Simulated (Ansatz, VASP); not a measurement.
## P: VASP beside Ansatz

```
CELL_PARAMETERS angstrom
2.44634 0.00000 0.00000
0.00000 2.44634 0.00000
0.00000 0.00000 2.44634
ATOMIC_POSITIONS crystal
P 0.00000 0.00000 0.00000
```

Alike in both runs: task single point; functional PBE; k mesh 21 × 21 × 21; occupations fermi-dirac, width 0.03 eV; no spin polarisation.

```csv
,VASP,Ansatz
version,VASP 6.6.1,Ansatz 0.2.0
potentials or method,"VASP PAW PBE potentials, release 64 (P), cutoff 500 eV","all-electron LAPW, scalar-relativistic"
```

Ansatz gave:

```
pressure (GPa) : 0.3
```

Question: Which values does VASP return?

Answer: Pressure (GPa): 0.0.

Ansatz ran all-electron here, and VASP with PAW potentials.
